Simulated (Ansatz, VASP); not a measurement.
TlCl in VASP and in Ansatz

File INCAR:

```
  ALGO = Normal
  EDIFF = 1E-8
  ENCUT = 400
  GGA = PE
  GGA_COMPAT = F
  ISIF = 2
  ISMEAR = -1
  LASPH = T
  LCHARG = F
  LEFG = T
  LREAL = F
  LWAVE = F
  NBANDS = 17
  NELM = 120
  PREC = Accurate
  SIGMA = 0.02
```

The input KPOINTS:

```
k-points
0
Gamma
  8 8 8
```

POSCAR

```
TlCl
1.0
    3.8968636320      0.0000000000      0.0000000000
    0.0000000000      3.8968636320      0.0000000000
    0.0000000000      0.0000000000      3.8968636320
Tl Cl
1 1
Direct
    0.0000000000      0.0000000000      0.0000000000
    0.5000000000      0.5000000000      0.5000000000
```

Input for Ansatz:

```yaml
crystal:
  lattice:
    - [3.896863632, 0.0, 0.0]
    - [0.0, 3.896863632, 0.0]
    - [0.0, 0.0, 3.896863632]
  atoms:
    - { symbol: Tl, position: [0.0, 0.0, 0.0] }
    - { symbol: Cl, position: [0.5, 0.5, 0.5] }
kpoints:
  mp_grid: { grid: [8, 8, 8] }
scf:
  occupations: { method: fermi_dirac, width: 0.02 }
hamiltonian:
  xc: pbe
  pseudopotentials: { kind: paw }
output:
  forces: true
  stress: true
  eigenvalues: true
  efg: { contact_densities: true }
```

Change from the starting cell: volume scaled by 1.05, PAW files.

Alike in both runs: task electric field gradients; functional PBE; k mesh 8 × 8 × 8; occupations fermi-dirac, width 0.02 eV; no spin polarisation.

```csv
,VASP,Ansatz
version,VASP 6.6.1,Ansatz 0.2.0
potentials or method,"VASP PAW PBE potentials, release 64 (Tl_d, Cl)","PAW with Ansatz's default frozen-core files, scalar-relativistic"
plane-wave cutoff (eV),400,420
valence electrons in the cell,20,20
```

Ansatz gave:

| Item | Value |
| --- | --- |
| gap on the k mesh at the Fermi level (eV) | 2.19 |
| pressure (GPa) | 0.1 |

Q: Estimate VASP's values.

A: gap on the k mesh at the Fermi level (eV): 2.20; pressure (GPa): 0.0.

With one functional, cell and mesh, what is left measures potentials, basis and numerics.

Spin-orbit coupling is off throughout.
